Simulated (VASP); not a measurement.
# Ir in VASP: single point with PBEsol

Aim: the single point of Ir with PBEsol.

Everything below comes from runs of VASP 6.6.1. Logs are shortened: lines on timing, memory, paths and dates and some standing lists are left out, and cuts for length are marked.

**1. The cell of the first run**

The typed cell holds 1 atom: a = 2.639 Å, b = 2.639 Å, c = 3.047 Å, α = 54.73°, β = 54.73°, γ = 70.53°.

This isn't the form of Ir at room conditions, which is fcc.

**2. Single point, PBEsol**

The input, INCAR:

```
PREC = Accurate
ENCUT = 560
EDIFF = 1E-6
ISMEAR = 0
SIGMA = 0.15
LREAL = False
LASPH = True
NELM = 120
ALGO = Normal
ISIF = 2
LWAVE = False
LCHARG = False
GGA = PS
NBANDS = 14
GGA_COMPAT = False
```

The input, KPOINTS:

```
Automatic mesh
0
Gamma
  24 24 24
```

The input, POSCAR:

```
Ir
1.0
    0.0000000000      2.1548988710      1.5235135018
    2.1548988710      0.0000000000      1.5235135018
    2.1548988710      2.1548988710      0.0000000000
Ir
1
Direct
    0.0000000000      0.0000000000      0.0000000000
```

Potentials or basis: VASP PAW PBE potentials, release 64 (Ir_sv_GW).

Launch:

```
$ cat potpaw_PBE.64/Ir_sv_GW/POTCAR > POTCAR
$ mpirun -np 1 vasp_std > vasp.out
```

OUTCAR:

```text
PREC = Accurate
   ENCUT = 560
   EDIFF = 1E-6
   ISMEAR = 0
   LREAL = False
   LASPH = True
   NELM = 120
   ISIF = 2
   GGA = PS

 ion  position               nearest neighbor table
   1  0.000  0.000  0.000-

  LATTYP: Found a body centered tetragonal cell.
 ALAT       =     3.0474872089
 C/A-ratio  =     0.9998489886

  Lattice vectors:

 A1 = (   0.0000000000,  -2.1548988710,  -1.5235135018)
 A2 = (   0.0000000000,   2.1548988710,  -1.5235135018)
 A3 = (   2.1548988710,   0.0000000000,   1.5235135018)

Analysis of symmetry for initial positions (statically):
=====================================================================
 Subroutine PRICEL returns:
 Original cell was already a primitive cell.

 Routine SETGRP: Setting up the symmetry group for a
 body centered tetragonal supercell.

 Subroutine GETGRP returns: Found 16 space group operations
 (whereof 16 operations were pure point group operations)
 out of a pool of 16 trial point group operations.

The static configuration has the point symmetry D_4h.

Analysis of symmetry for dynamics (positions and initial velocities):
=====================================================================
 Subroutine PRICEL returns:
 Original cell was already a primitive cell.

 Routine SETGRP: Setting up the symmetry group for a
 body centered tetragonal supercell.

 Subroutine GETGRP returns: Found 16 space group operations
 (whereof 16 operations were pure point group operations)
 out of a pool of 16 trial point group operations.

The dynamic configuration has the point symmetry D_4h.

 Subroutine INISYM returns: Found 16 space group operations
 (whereof 16 operations are pure point group operations),
 and found     1 'primitive' translations

----------------------------------------------------------------------------------------

                                     Primitive cell

  volume of cell :      14.1491

  direct lattice vectors                    reciprocal lattice vectors
     0.000000000  2.154898871  1.523513502    -0.232029450  0.232029450  0.328188755
     2.154898871  0.000000000  1.523513502     0.232029450 -0.232029450  0.328188755
     2.154898871  2.154898871  0.000000000     0.232029450  0.232029450 -0.328188755

  length of vectors
     2.639068497  2.639068497  3.047487209     0.464093946  0.464093946  0.464093946

  position of ions in fractional coordinates (direct lattice)
     0.000000000  0.000000000  0.000000000

  ion indices of the primitive-cell ions
   primitive index   ion index
                 1           1

----------------------------------------------------------------------------------------

 KPOINTS: Automatic mesh

Automatic generation of k-mesh.
 Grid dimensions read from file:
 generate k-points for:   24   24   24

 Generating k-lattice:

  Cartesian coordinates                     Fractional coordinates (reciprocal lattice)
    -0.009667894  0.009667894  0.013674531     0.041666667  0.000000000  0.000000000
     0.009667894 -0.009667894  0.013674531     0.000000000  0.041666667  0.000000000
     0.009667894  0.009667894 -0.013674531     0.000000000  0.000000000  0.041666667

  Length of vectors
     0.019337248  0.019337248  0.019337248

  Shift w.r.t. Gamma in fractional coordinates (k-lattice)
     0.000000000  0.000000000  0.000000000

 Subroutine IBZKPT returns following result:
 ===========================================

 Found   1063 irreducible k-points:

 Following reciprocal coordinates:
            Coordinates               Weight
  0.000000  0.000000  0.000000      1.000000
  0.041667  0.000000  0.000000      8.000000
  0.083333 -0.000000  0.000000      8.000000
  0.125000  0.000000  0.000000      8.000000
  0.166667  0.000000  0.000000      8.000000
  0.208333 -0.000000  0.000000      8.000000
[... 16 lines left out ...]
  0.416667  0.041667  0.000000      8.000000
  0.458333  0.041667  0.000000      8.000000
 [... further k-points ...]
   k-points           NKPTS =   1063   k-points in BZ     NKDIM =   1063   number of bands    NBANDS=     14
   number of dos      NEDOS =    301   number of ions     NIONS =      1
   total plane-waves  NPLWV =   9600
   dimension x,y,z NGX =    20 NGY =   20 NGZ =   24
   dimension x,y,z NGXF=    40 NGYF=   40 NGZF=   48
   ions per type =               1
   NGX,Y,Z   is equivalent  to a cutoff of  12.60, 12.60, 13.09 a.u.
   NGXF,Y,Z  is equivalent  to a cutoff of  25.20, 25.20, 26.18 a.u.
 SYSTEM =  unknown system
   PREC   = accura    normal or accurate (medium, high low for compatibility)
   ISTART =      0    job   : 0-new  1-cont  2-samecut
   ICHARG =      2    charge: 1-file 2-atom 10-const
   ISPIN  =      1    spin polarized calculation?
   LNONCOLLINEAR =      F non collinear calculations
   LSORBIT =      F    spin-orbit coupling
   LASPH  =      T    aspherical Exc in radial PAW
   ENCUT  =  560.0 eV  41.16 Ry    6.42 a.u.   5.09  5.09  5.88*2*pi/ulx,y,z
   NELM   =    120;   NELMIN=  2; NELMDL= -5     # of ELM steps
   EDIFF  = 0.1E-05   stopping-criterion for ELM
   LREAL  =      F    real-space projection
   EDIFFG = 0.1E-04   stopping-criterion for IOM
   NSW    =      0    number of steps for IOM
   IBRION =     -1    ionic relax: 0-MD 1-quasi-New 2-CG
   NFREE  =      0    steps in history (QN), initial steepest desc. (CG)
   ISIF   =      2    stress and relaxation
   ISYM   =      2    0-nonsym 1-usesym 2-fastsym
   POTIM  = 0.5000    time-step for ionic-motion
   TEBEG  =    0.0;   TEEND  =   0.0 temperature during run
   PSTRESS=    0.0 pullay stress
   NELECT =      17.0000    total number of electrons
   NUPDOWN=      -1.0000    fix difference up-down
   EMIN   =  10.00;   EMAX   =-10.00  energy-range for DOS
   EFERMI =   0.00;   METHOD = LEGACY
   ISMEAR =     0;   SIGMA  =   0.15  broadening in eV -4-tet -1-fermi 0-gaus
   EFERMI_NEDOS =   21; number of points for ismear=-14 and -15
   IALGO  =     38    algorithm
   IMIX   =      4    mixing-type and parameters
     AMIX     =   0.40;   BMIX     =  1.00
     AMIX_MAG =   1.60;   BMIX_MAG =  1.00
  volume/ion in A,a.u.               =      14.15        95.48
  Fermi-wavevector in a.u.,A,eV,Ry     =   1.740395  3.288869 41.211694  3.028974
  Thomas-Fermi vector in A             =   2.813052
   LORBIT       =      0    0 simple, 1 ext, 2 COOP (PROOUT), +10 PAW based schemes
   GGA     = PS    functional components
   LHFCALC =     F    Hartree Fock is set to
   AEXX    =    0.0000 exact exchange contribution
   IVDW    =     0    specifies the selected vdW correction
   LEPSILON=     F    determine dielectric tensor
   LRPA    =     F    only Hartree local field effects (RPA)
 non-spin polarized calculation
 Gauss-broadening in eV      SIGMA  =   0.15
  energy-cutoff  :      560.00
  volume of cell :       14.15
 maximum number of plane-waves:       438
   NGX = 11   NGY = 11   NGZ = 11

 number of electron      17.0000000 magnetization

 Free energy of the ion-electron system (eV)
  ---------------------------------------------------
  ext. energy  EPLUGINS =         0.00000000
  ---------------------------------------------------
  free energy    TOTEN  =        -9.71666566 eV

  energy without entropy =       -9.68574156  energy(sigma->0) =       -9.70120361

 E-fermi :  12.4843     XC(G=0): -14.6878

 val. band max:       12.4842033020   @ k =  -0.2917   0.2083   0.0833
 cond. band min:      12.4844616174   @ k =   0.3333  -0.0000   0.1667
 fundamental gap:      0.0002583155
 Fermi energy:        12.4842545076

 k-point     1 :       0.0000    0.0000    0.0000
  band No.  band energies     occupation
      1     -80.0890      2.00000
      2     -36.4886      2.00000
      3     -36.4881      2.00000
      4     -36.4881      2.00000
      5       1.5729      2.00000
      6       8.7443      2.00000
      7       8.7458      2.00000
      8       8.7458      2.00000
      9      11.9218      2.00000
     10      11.9246      2.00000
     11      28.6520      0.00000
     12      28.6520      0.00000
     13      28.6553      0.00000
     14      40.7741      0.00000

 k-point     2 :       0.0417    0.0000    0.0000
  band No.  band energies     occupation
      1     -80.0875      2.00000
      2     -36.5021      2.00000
      3     -36.4927      2.00000
      4     -36.4883      2.00000
      5       1.6558      2.00000
      6       8.7057      2.00000
      7       8.7434      2.00000
      8       8.8180      2.00000
      9      11.8664      2.00000
     10      11.9246      2.00000
     11      28.7093      0.00000
     12      28.7828      0.00000
     13      28.7897      0.00000
     14      39.5794      0.00000

 k-point     3 :       0.0833   -0.0000    0.0000
  band No.  band energies     occupation
      1     -80.0836      2.00000
      2     -36.5438      2.00000
      3     -36.5065      2.00000
      4     -36.4880      2.00000
      5       1.8998      2.00000
      6       8.5920      2.00000
      7       8.7314      2.00000
      8       9.0352      2.00000
      9      11.7170      2.00000
     10      11.9319      2.00000
     11      28.8537      0.00000
     12      29.1517      0.00000
     13      29.1698      0.00000
     14      38.0061      0.00000
[... 324 lines left out ...]
 k-point    23 :       0.4167    0.0417    0.0000
  band No.  band energies     occupation
      1     -80.0201      2.00000
      2     -37.2392      2.00000
      3     -36.7506      2.00000
      4     -36.4972      2.00000
      5       4.8170      2.00000
      6       7.0188      2.00000
      7      10.5871      2.00000
      8      11.7918      2.00000
      9      12.8531      0.00051
     10      14.2136      0.00000
     11      22.2019      0.00000
     12      25.7343      0.00000
     13      30.2238      0.00000
     14      36.5257      0.00000

 k-point    24 :       0.4583    0.0417    0.0000
  band No.  band energies     occupation
      1     -80.0168      2.00000
      2     -37.2782      2.00000
      3     -36.7642      2.00000
      4     -36.4972      2.00000
      5       4.7880      2.00000
      6       6.9382      2.00000
      7      11.1078      2.00000
      8      11.7409      2.00000
      9      13.2520      0.00000
     10      14.6863      0.00000
     11      21.1563      0.00000
     12      25.4134      0.00000
     13      29.4526      0.00000
     14      36.1874      0.00000

 [... further k-points ...]

------------------------ aborting loop because EDIFF is reached ----------------------------------------

  FORCE on cell =-STRESS in cart. coord.  units (eV):
  Direction    XX          YY          ZZ          XY          YZ          ZX
  --------------------------------------------------------------------------------------
  -------------------------------------------------------------------------------------
  Total        0.7701818      0.7701818      0.7600004      0.0000000      0.0000000     -0.0000000
  in kB       87.2115012     87.2115012     86.0586026      0.0000000      0.0000000     -0.0000000
  external PRESSURE =      86.8272017 kB  Pullay stress =       0.0000000 kB

 VOLUME and BASIS-vectors are now :
 -----------------------------------------------------------------------------
  energy-cutoff  :      560.00
  volume of cell :       14.15
      direct lattice vectors                 reciprocal lattice vectors
     0.000000000  2.154898871  1.523513502    -0.232029450  0.232029450  0.328188755
     2.154898871  0.000000000  1.523513502     0.232029450 -0.232029450  0.328188755
     2.154898871  2.154898871  0.000000000     0.232029450  0.232029450 -0.328188755

 POSITION                                       TOTAL-FORCE (eV/Angst)
 -----------------------------------------------------------------------------------
      0.00000      0.00000      0.00000         0.000000      0.000000     -0.000000
 -----------------------------------------------------------------------------------
    total drift:                               -0.000000     -0.000000     -0.000000

  FREE ENERGIE OF THE ION-ELECTRON SYSTEM (eV)
  ---------------------------------------------------
  free  energy   TOTEN  =        -9.7166656586 eV

  energy  without entropy=       -9.6857415632  energy(sigma->0) =       -9.70120361
```

Wall time 84 s (1 thread of AMD EPYC 9R45 (Zen 5), shared host); peak memory 0.31 GiB.

What came out:

| Property | Result |
| --- | --- |
| Free energy | -9.7167 eV |
| Pressure | 8.7 GPa |
| Band gap on the k mesh | zero (an odd number of electrons rules out a gap without spin polarisation) |

Caveat: the cell stands under pressure; the PAW data sets were made with another functional, which shifts forces and pressure a little; spin-orbit coupling is left out, which moves the levels of the heavy elements.
